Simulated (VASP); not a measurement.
# CrGe15 (F-43m) in VASP: single point with PBEsol+U

Aim: the single point of CrGe15 with PBEsol+U.

Program: VASP 6.6.1. These are calculated values, not measurements. Logs are shortened: lines on timing, memory, paths and dates and some standing lists are left out, and cuts for length are marked.

**1. The cell of the first run**

Symmetry: F-43m, No. 216, cubic system. Conventional cell: a = 11.315 Å, b = 11.315 Å, c = 11.315 Å, α = 90.00°, β = 90.00°, γ = 90.00°. Within 3.3 Å of Cr (site symmetry -43m) lie 4 Ge at 2.49 Å. Ge (site symmetry 2mm) has 4 Ge at 2.43 to 2.45 Å within 3.2 Å. Ge (site symmetry -43m) has 4 Ge at 2.45 Å within 3.2 Å. Within 3.2 Å of Ge (site symmetry 3m) lie 3 Ge at 2.43 Å and 1 Cr at 2.49 Å. Within 3.2 Å of Ge (site symmetry 3m) lie 4 Ge at 2.45 Å.

**2. Single point, PBEsol+U, collinear spin, ferromagnetic start**

Input file INCAR:

```
PREC = Accurate
ENCUT = 520
EDIFF = 1E-6
ISMEAR = 0
SIGMA = 0.05
LREAL = Auto
LASPH = T
NELM = 150
ALGO = Normal
ISIF = 2
LWAVE = F
LCHARG = T
ISPIN = 2
MAGMOM = 2 0 0 0 0 0 0 0 0 0 0 0 0 0 0 0
LORBIT = 11
LMAXMIX = 4
LDAU = T
LDAUTYPE = 2
LDAUL = 2 -1
LDAUU = 3 0
LDAUJ = 0 0
LDAUPRINT = 1
GGA = PS
LELF = T
LVHAR = T
NBANDS = 129
```

Input file KPOINTS:

```
Automatic mesh
0
Gamma
  3 3 3
```

Input file POSCAR:

```
CrGe15
1.0
    0.0000000000      5.6575400000      5.6575400000
    5.6575400000      0.0000000000      5.6575400000
    5.6575400000      5.6575400000      0.0000000000
Cr Ge
1 15
Direct
    0.0000000000      0.0000000000      0.0000000000
    0.0006439391      0.0006439391      0.4993560609
    0.0006439391      0.4993560609      0.0006439391
    0.0006439391      0.4993560609      0.4993560609
    0.4993560609      0.0006439391      0.0006439391
    0.4993560609      0.0006439391      0.4993560609
    0.4993560609      0.4993560609      0.0006439391
    0.5000000000      0.5000000000      0.5000000000
    0.1271381710      0.1271381710      0.1271381710
    0.1271381710      0.1271381710      0.6185854871
    0.1271381710      0.6185854871      0.1271381710
    0.1250830096      0.6249723301      0.6249723301
    0.6185854871      0.1271381710      0.1271381710
    0.6249723301      0.1250830096      0.6249723301
    0.6249723301      0.6249723301      0.1250830096
    0.6249723301      0.6249723301      0.6249723301
```

Potentials or basis: VASP PAW PBE potentials, release 64 (Cr_pv, Ge_d).

The run is started by

```console
> cat potpaw_PBE.64/Cr_pv/POTCAR potpaw_PBE.64/Ge_d/POTCAR > POTCAR
> mpirun -np 1 vasp_std > vasp.out
```

OUTCAR:

```text
PREC = Accurate
   ENCUT = 520
   EDIFF = 1E-6
   ISMEAR = 0
   LREAL = Auto
   LASPH = T
   NELM = 150
   ISIF = 2
   ISPIN = 2
   LORBIT = 11
   GGA = PS

 ion  position               nearest neighbor table
   1  0.000  0.000  0.000-  10 2.49  11 2.49  13 2.49   9 2.49
   2  0.001  0.001  0.499-   9 2.43  10 2.43  12 2.45  14 2.45
   3  0.001  0.499  0.001-   9 2.43  11 2.43  12 2.45  15 2.45
   4  0.001  0.499  0.499-  10 2.43  11 2.43  12 2.45  16 2.45
   5  0.499  0.001  0.001-   9 2.43  13 2.43  14 2.45  15 2.45
   6  0.499  0.001  0.499-  10 2.43  13 2.43  14 2.45  16 2.45
[... 8 lines left out ...]
  15  0.625  0.625  0.125-   8 2.45   7 2.45   3 2.45   5 2.45
  16  0.625  0.625  0.625-   8 2.45   6 2.45   7 2.45   4 2.45

  LATTYP: Found a face centered cubic cell.
 ALAT       =    11.3150800000

  Lattice vectors:

 A1 = (   0.0000000000,   5.6575400000,   5.6575400000)
 A2 = (   5.6575400000,   0.0000000000,   5.6575400000)
 A3 = (   5.6575400000,   5.6575400000,   0.0000000000)

Analysis of symmetry for initial positions (statically):
=====================================================================
 Subroutine PRICEL returns:
 Original cell was already a primitive cell.

 Routine SETGRP: Setting up the symmetry group for a
 face centered cubic supercell.

 Subroutine GETGRP returns: Found 24 space group operations
 (whereof 24 operations were pure point group operations)
 out of a pool of 48 trial point group operations.

The static configuration has the point symmetry T_d .

Analysis of symmetry for dynamics (positions and initial velocities):
=====================================================================
 Subroutine PRICEL returns:
 Original cell was already a primitive cell.

 Routine SETGRP: Setting up the symmetry group for a
 face centered cubic supercell.

 Subroutine GETGRP returns: Found 24 space group operations
 (whereof 24 operations were pure point group operations)
 out of a pool of 48 trial point group operations.

The dynamic configuration has the point symmetry T_d .

Analysis of structural, dynamic, and magnetic symmetry:
=====================================================================
 Subroutine PRICEL returns:
 Original cell was already a primitive cell.

 Routine SETGRP: Setting up the symmetry group for a
 face centered cubic supercell.

 Subroutine GETGRP returns: Found 24 space group operations
 (whereof 24 operations were pure point group operations)
 out of a pool of 48 trial point group operations.

The overall configuration has the point symmetry T_d .

 Subroutine INISYM returns: Found 24 space group operations
 (whereof 24 operations are pure point group operations),
 and found     1 'primitive' translations

----------------------------------------------------------------------------------------

                                     Primitive cell

  volume of cell :     362.1704

  direct lattice vectors                    reciprocal lattice vectors
     0.000000000  5.657540000  5.657540000    -0.088377634  0.088377634  0.088377634
     5.657540000  0.000000000  5.657540000     0.088377634 -0.088377634  0.088377634
     5.657540000  5.657540000  0.000000000     0.088377634  0.088377634 -0.088377634

  length of vectors
     8.000969798  8.000969798  8.000969798     0.153074553  0.153074553  0.153074553

  position of ions in fractional coordinates (direct lattice)
     0.000000000  0.000000000  0.000000000
     0.000643939  0.000643939  0.499356061
     0.000643939  0.499356061  0.000643939
     0.000643939  0.499356061  0.499356061
     0.499356061  0.000643939  0.000643939
     0.499356061  0.000643939  0.499356061
[... 8 lines left out ...]
     0.624972330  0.624972330  0.125083010
     0.624972330  0.624972330  0.624972330

[... 97 lines left out ...]
   J (eV)           for each species LDAUJ =   0.0  0.0
   GGA     = PS    functional components
   LHFCALC =     F    Hartree Fock is set to
   AEXX    =    0.0000 exact exchange contribution
   IVDW    =     0    specifies the selected vdW correction
   LEPSILON=     F    determine dielectric tensor
   LRPA    =     F    only Hartree local field effects (RPA)
 spin polarized calculation
 Gauss-broadening in eV      SIGMA  =   0.05
  energy-cutoff  :      520.00
  volume of cell :      362.17
 maximum number of plane-waves:      9765
   NGX = 29   NGY = 29   NGZ = 29

atom =   1  type =  1  l = 2

 onsite density matrix

spin component  1

  0.7715 -0.0000  0.0000 -0.0000  0.0000
 -0.0000  0.7715 -0.0000 -0.0000  0.0000
  0.0000 -0.0000  0.8606  0.0000 -0.0000
 -0.0000 -0.0000  0.0000  0.7715  0.0000
  0.0000  0.0000 -0.0000  0.0000  0.8606

spin component  2

  0.0441 -0.0000 -0.0000 -0.0000 -0.0000
 -0.0000  0.0441  0.0000 -0.0000 -0.0000
 -0.0000  0.0000  0.0111 -0.0000  0.0000
 -0.0000 -0.0000 -0.0000  0.0441  0.0000
 -0.0000 -0.0000  0.0000  0.0000  0.0111

 occupancies and eigenvectors

  o =  0.0111  v =  0.0000  0.0000  0.0000  0.0000  0.0000  0.0000 -0.0000  0.9919  0.0000 -0.1269      0.0000  0.0000  0.0000  0.0000  0.0000  0.0000  0.0000  0.0000  0.0000  0.0000
  o =  0.0111  v =  0.0000  0.0000  0.0000  0.0000  0.0000  0.0000  0.0000  0.1269  0.0000  0.9919      0.0000  0.0000  0.0000  0.0000  0.0000  0.0000  0.0000  0.0000  0.0000  0.0000
  o =  0.0441  v =  0.0000  0.0000  0.0000  0.0000  0.0000  0.0000  0.9997  0.0000  0.0253 -0.0000      0.0000  0.0000  0.0000  0.0000  0.0000  0.0000  0.0000  0.0000  0.0000  0.0000
  o =  0.0441  v =  0.0000  0.0000  0.0000  0.0000  0.0000  0.0000  0.0253  0.0000 -0.9997  0.0000      0.0000  0.0000  0.0000  0.0000  0.0000  0.0000  0.0000  0.0000  0.0000  0.0000
  o =  0.0441  v =  0.0000  0.0000  0.0000  0.0000  0.0000  1.0000  0.0000  0.0000  0.0000  0.0000      0.0000  0.0000  0.0000  0.0000  0.0000  0.0000  0.0000  0.0000  0.0000  0.0000
  o =  0.7715  v =  1.0000  0.0000  0.0000  0.0000  0.0000  0.0000  0.0000  0.0000  0.0000  0.0000      0.0000  0.0000  0.0000  0.0000  0.0000  0.0000  0.0000  0.0000  0.0000  0.0000
  o =  0.7715  v =  0.0000 -0.0032 -0.0000 -1.0000  0.0000  0.0000  0.0000  0.0000  0.0000  0.0000      0.0000  0.0000  0.0000  0.0000  0.0000  0.0000  0.0000  0.0000  0.0000  0.0000
  o =  0.7715  v =  0.0000  1.0000  0.0000 -0.0032 -0.0000  0.0000  0.0000  0.0000  0.0000  0.0000      0.0000  0.0000  0.0000  0.0000  0.0000  0.0000  0.0000  0.0000  0.0000  0.0000
  o =  0.8606  v =  0.0000  0.0000 -1.0000  0.0000 -0.0012  0.0000  0.0000  0.0000  0.0000  0.0000      0.0000  0.0000  0.0000  0.0000  0.0000  0.0000  0.0000  0.0000  0.0000  0.0000
  o =  0.8606  v =  0.0000  0.0000 -0.0012  0.0000  1.0000  0.0000  0.0000  0.0000  0.0000  0.0000      0.0000  0.0000  0.0000  0.0000  0.0000  0.0000  0.0000  0.0000  0.0000  0.0000

 number of electron     222.0000120 magnetization       4.8142627

 Free energy of the ion-electron system (eV)
  ---------------------------------------------------
  ext. energy  EPLUGINS =         0.00000000
  ---------------------------------------------------
  free energy    TOTEN  =       -79.64377955 eV

  energy without entropy =      -79.63764799  energy(sigma->0) =      -79.64071377

 E-fermi :   4.5643     XC(G=0): -10.1216

 val. band max:        4.3242648875   @ k =  -0.3333   0.3333   0.0000
 cond. band min:       4.5717526975   @ k =   0.3333   0.3333   0.0000
 fundamental gap:      0.2474878100
 Fermi energy:         4.5643142571

 spin component 1

 k-point     1 :       0.0000    0.0000    0.0000
  band No.  band energies     occupation
      1     -38.8382      1.00000
      2     -38.8382      1.00000
      3     -38.8382      1.00000
      4     -20.0746      1.00000
      5     -20.0746      1.00000
      6     -20.0746      1.00000
[... 493 lines left out ...]
    122       7.8241      0.00000
    123       7.8827      0.00000
 Fermi energy:         4.5643142571

 spin component 2

 k-point     1 :       0.0000    0.0000    0.0000
  band No.  band energies     occupation
      1     -35.0343      1.00000
      2     -35.0343      1.00000
      3     -35.0343      1.00000
      4     -20.0722      1.00000
      5     -20.0722      1.00000
      6     -20.0722      1.00000
[... 493 lines left out ...]
    122       8.0682      0.00000
    123       8.1907      0.00000
 [bands above 123 left out]

------------------------ aborting loop because EDIFF is reached ----------------------------------------

  FORCE on cell =-STRESS in cart. coord.  units (eV):
  Direction    XX          YY          ZZ          XY          YZ          ZX
  --------------------------------------------------------------------------------------
  -------------------------------------------------------------------------------------
  Total        3.4680255      3.4680255      3.4680255      0.0000000      0.0000000      0.0000000
  in kB       15.3419292     15.3419292     15.3419292      0.0000000      0.0000000      0.0000000
  external PRESSURE =      15.3419292 kB  Pullay stress =       0.0000000 kB

 VOLUME and BASIS-vectors are now :
 -----------------------------------------------------------------------------
  energy-cutoff  :      520.00
  volume of cell :      362.17
      direct lattice vectors                 reciprocal lattice vectors
     0.000000000  5.657540000  5.657540000    -0.088377634  0.088377634  0.088377634
     5.657540000  0.000000000  5.657540000     0.088377634 -0.088377634  0.088377634
     5.657540000  5.657540000  0.000000000     0.088377634  0.088377634 -0.088377634

 POSITION                                       TOTAL-FORCE (eV/Angst)
 -----------------------------------------------------------------------------------
      0.00000      0.00000      0.00000         0.000000      0.000000      0.000000
      2.82877      2.82877      0.00729         0.000000     -0.000000     -0.004669
      2.82877      0.00729      2.82877         0.000000     -0.004669      0.000000
      5.65025      2.82877      2.82877         0.004669     -0.000000      0.000000
      0.00729      2.82877      2.82877        -0.004669     -0.000000      0.000000
      2.82877      5.65025      2.82877         0.000000      0.004669      0.000000
[... 8 lines left out ...]
      4.24347      4.24347      7.07161        -0.006782     -0.006782      0.006782
      7.07161      7.07161      7.07161         0.006782      0.006782      0.006782
 -----------------------------------------------------------------------------------
    total drift:                                0.000004      0.000004      0.000003

  FREE ENERGIE OF THE ION-ELECTRON SYSTEM (eV)
  ---------------------------------------------------
  free  energy   TOTEN  =       -79.6437795468 eV

  energy  without entropy=      -79.6376479875  energy(sigma->0) =      -79.64071377

 total charge

# of ion       s       p       d       tot
------------------------------------------
    1        0.335   6.196   4.166  10.697
    2        1.134   1.249  10.026  12.409
    3        1.134   1.249  10.026  12.409
    4        1.134   1.249  10.026  12.409
    5        1.134   1.249  10.026  12.409
    6        1.134   1.249  10.026  12.409
[... 8 lines left out ...]
   15        1.128   1.252  10.023  12.402
   16        1.128   1.252  10.023  12.402
--------------------------------------------------
tot         17.406  24.919 154.516 196.841

 magnetization (x)

# of ion       s       p       d       tot
------------------------------------------
    1        0.043   0.046   3.865   3.954
    2        0.006   0.013   0.002   0.021
    3        0.006   0.013   0.002   0.021
    4        0.006   0.013   0.002   0.021
    5        0.006   0.013   0.002   0.021
    6        0.006   0.013   0.002   0.021
[... 8 lines left out ...]
   15        0.000   0.010   0.001   0.011
   16        0.000   0.010   0.001   0.011
--------------------------------------------------
tot          0.055   0.209   3.935   4.198
```

It took 13 min on 1 thread of Intel Xeon Platinum 8488C (Sapphire Rapids), shared host; peak memory 0.78 GiB.

Results:

```yaml
Free_energy: -79.6438 eV
Pressure: 1.5 GPa
Largest_force: 0.082 eV/Å
Net_moment: 4.81 μB per cell
Site_moments: Cr +3.95; Ge +0.02, +0.01 (each value once) μB
Valence_electrons_inside_the_program's_atomic_spheres: Cr 10.70; Ge 12.41, 12.42, 12.40 (each value once)
```

Forces in eV/Å, atoms in the order of the input:
```
Cr   0.000  0.000  0.000
Ge   0.000  0.000 -0.005
Ge   0.000 -0.005  0.000
Ge   0.005  0.000  0.000
Ge  -0.005  0.000  0.000
Ge   0.000  0.005  0.000
Ge   0.000  0.000  0.005
Ge   0.000  0.000  0.000
Ge  -0.047 -0.047 -0.047
Ge   0.047  0.047 -0.047
Ge   0.047 -0.047  0.047
Ge   0.007 -0.007 -0.007
Ge  -0.047  0.047  0.047
Ge  -0.007  0.007 -0.007
Ge  -0.007 -0.007  0.007
Ge   0.007  0.007  0.007
```

Levels at points of the mesh, in eV from the Fermi level:
Spin up:
```csv
k point,band 109,band 110,band 111,band 112,band 113,band 114,band 115,band 116,band 117,band 118
"(0.00, 0.00, 0.00)",-1.12,-0.41,-0.41,-0.41,0.18,0.42,0.42,0.42,0.69,1.24
```
Spin down:
```
           k point  band 106  band 107  band 108  band 109  band 110  band 111
(0.00, 0.00, 0.00)     -0.59     -0.59      0.17      0.17      0.17      0.20
```

Eigenvalues of the final occupation matrices:
| site | spin | trace | eigenvalues |
| --- | --- | --- | --- |
| site 1 d | 1 | 4.04 | 0.77 0.77 0.77 0.86 0.86 |
| site 1 d | 2 | 0.15 | 0.01 0.01 0.04 0.04 0.04 |

Caveat: the PAW data sets were made with another functional, which shifts forces and pressure a little; the U is typed as a test and isn't derived for this compound. The state reached can hang on the start; a lower one may exist.
